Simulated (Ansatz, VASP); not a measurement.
# Two plane-wave programs on Si

The input INCAR:

```
SYSTEM = Si
PREC = Accurate
ENCUT = 520
EDIFF = 1E-7
ISMEAR = 0
SIGMA = 0.05
LREAL = .False.
LASPH = .True.
NELM = 80
ALGO = Normal
ISIF = 2
LWAVE = .False.
LCHARG = .False.
LDIPOL = .True.
IDIPOL = 3
DIPOL = 0.5 0.5 0.500
GGA = PS
NBANDS = 31
```

The input KPOINTS:

```
regular mesh
0
Gamma
  9 9 1
  0 0 0
```

POSCAR

```
Si
1.0
    3.8417168285      0.0000000000      0.0000000000
    0.0000000000      3.8417168285      0.0000000000
    0.0000000000      0.0000000000     27.2242680938
Si
10
Direct
    0.0000000000      0.5000000000      0.2754894998
    0.0000000000      0.0000000000      0.3253807221
    0.5000000000      0.0000000000      0.3752719443
    0.5000000000      0.5000000000      0.4251631666
    0.0000000000      0.5000000000      0.4750543889
    0.0000000000      0.0000000000      0.5249456111
    0.5000000000      0.0000000000      0.5748368334
    0.5000000000      0.5000000000      0.6247280557
    0.0000000000      0.5000000000      0.6746192779
    0.0000000000      0.0000000000      0.7245105002
```

Input for Ansatz:

```yaml
crystal:
  lattice:
    - [3.8417168285, 0.0, 0.0]
    - [0.0, 3.8417168285, 0.0]
    - [0.0, 0.0, 27.2242680938]
  atoms:
    - { symbol: Si, position: [0.0, 0.5, 0.2754894998] }
    - { symbol: Si, position: [0.0, 0.0, 0.3253807221] }
    - { symbol: Si, position: [0.5, 0.0, 0.3752719443] }
    - { symbol: Si, position: [0.5, 0.5, 0.4251631666] }
    - { symbol: Si, position: [0.0, 0.5, 0.4750543889] }
    - { symbol: Si, position: [0.0, 0.0, 0.5249456111] }
    - { symbol: Si, position: [0.5, 0.0, 0.5748368334] }
    - { symbol: Si, position: [0.5, 0.5, 0.6247280557] }
    - { symbol: Si, position: [0.0, 0.5, 0.6746192779] }
    - { symbol: Si, position: [0.0, 0.0, 0.7245105002] }
basis:
  ecutwfc: 420
kpoints:
  mp_grid: { grid: [9, 9, 1] }
hamiltonian:
  xc: pbesol
scf:
  occupations: { method: gaussian, width: 0.05 }
output:
  forces: true
  stress: true
  eigenvalues: true
  write_density: true
  write_potential: true
  elf: true
  volumetric_format: npy
efield:
  axis: 3
  dipole_correction: true
  ramp_width: 0.04
```

Alike in both runs: task single point; functional PBEsol; k mesh 9 × 9 × 1; occupations gaussian, width 0.05 eV; no spin polarisation.

```csv
,VASP,Ansatz
version,VASP 6.6.1,Ansatz 0.2.0
potentials or method,"VASP PAW PBE potentials, release 64 (Si), cutoff 520 eV","scalar-relativistic, plane waves, PAW"
valence electrons in the cell,40,40
```

```csv
,VASP,Ansatz,Ansatz less VASP
gap on the k mesh at the Fermi level (eV),none,none,-
rms of the force components (eV/Å),0.036,0.038,+0.0022
```

VASP's potentials were made for PBE, not for PBEsol. Atom by atom the forces differ by 0.003 eV/Å (rms over components). A gap of «none» marks a metal or a gap that the smearing closes.
